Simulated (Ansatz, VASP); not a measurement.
## Two plane-wave programs on K4Ru

```
K Ru
1.0
     6.55311    0.00000    0.00000
     0.00000    6.55311    0.00000
     0.00000    0.00000    6.55311
K Ru
4 1
Direct
  0.00000 0.50000 0.50000
  0.50000 0.00000 0.50000
  0.50000 0.50000 0.00000
  0.00000 0.00000 0.00000
  0.50000 0.50000 0.50000
```

Alike in both runs: task relaxation of cell and atoms; functional PBE; k mesh 6 × 6 × 6; occupations gaussian, width 0.1 eV; collinear spin.

|  | VASP | Ansatz |
| --- | --- | --- |
| version | VASP 6.6.1 | Ansatz 0.2.0 |
| potentials or method | VASP PAW PBE potentials, release 64 (K_sv, Ru_pv), cutoff 500 eV | scalar-relativistic, plane waves, PAW |
| valence electrons in the cell | 50 | 52 |

|  | VASP | Ansatz | Ansatz less VASP |
| --- | --- | --- | --- |
| gap on the k mesh at the Fermi level, each at its own relaxed structure (eV) | none | none | - |
| net moment per atom (μB) | 0.40 | 0.40 | 0.000 |
| size of the moment on the site where the two differ most (μB) | 1.87 | 1.98 | +0.111 |
| relaxed volume (Å³/atom) | 56.28 | 56.28 | 0.000 |
| relaxed cell length with the largest relative difference (Å) | 6.553 | 6.553 | 0.0000 |

Site moments also hang on the region over which each program counts them. A gap of «none» marks a metal or a gap that the smearing closes. VASP's potentials hold 50 valence electrons a cell and Ansatz's 52, so a difference there can come from the potentials and not from the codes.

Noted on VASP's run: the relaxation stopped at its first step, so nothing moved.
